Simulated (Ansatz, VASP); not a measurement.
## One calculation of SbMo, two programs

File INCAR:

```
PREC = Accurate
ENCUT = 520
EDIFF = 1E-6
ISMEAR = 0
SIGMA = 0.05
LREAL = F
LASPH = T
NELM = 60
ALGO = Normal
ISIF = 2
LWAVE = F
LCHARG = F
GGA = PE
NBANDS = 16
```

KPOINTS

```
Automatic mesh
0
Gamma
  10 10 10
```

POSCAR

```
SbMo
1.0
    0.0000000000      3.1614880500      3.1614880500
    3.1614880500      0.0000000000      3.1614880500
    3.1614880500      3.1614880500      0.0000000000
Mo Sb
1 1
Direct
    0.0000000000      0.0000000000      0.0000000000
    0.2500000000      0.2500000000      0.2500000000
```

Input for Ansatz:

```yaml
crystal:
  lattice:
    - [0.0, 3.16148805, 3.16148805]
    - [3.16148805, 0.0, 3.16148805]
    - [3.16148805, 3.16148805, 0.0]
  atoms:
    - { symbol: Mo, position: [0.0, 0.0, 0.0] }
    - { symbol: Sb, position: [0.25, 0.25, 0.25] }
basis:
  ecutwfc: 420
  ecutrho_ratio: 4
kpoints:
  mp_grid: { grid: [10, 10, 10] }
hamiltonian:
  xc: pbe
scf:
  occupations: { method: gaussian, width: 0.05 }
output:
  forces: true
  stress: true
  eigenvalues: true
```

Alike in both runs: task single point; functional PBE; k mesh 10 × 10 × 10; occupations gaussian, width 0.05 eV; no spin polarisation.

|  | VASP | Ansatz |
| --- | --- | --- |
| version | VASP 6.6.1 | Ansatz 0.2.0 |
| potentials or method | VASP PAW PBE potentials, release 64 (Mo_sv, Sb), cutoff 520 eV | scalar-relativistic, plane waves, PAW |
| valence electrons in the cell | 19 | 29 |

|  | VASP | Ansatz | Ansatz less VASP |
| --- | --- | --- | --- |
| gap on the k mesh at the Fermi level (eV) | none | none | - |
| pressure (GPa) | -6.1 | -6.0 | +0.02 |

A gap of «none» marks a metal or a gap that the smearing closes. VASP's potentials hold 19 valence electrons a cell and Ansatz's 29, so a difference there can come from the potentials and not from the codes.

Neither program's run includes spin-orbit coupling.
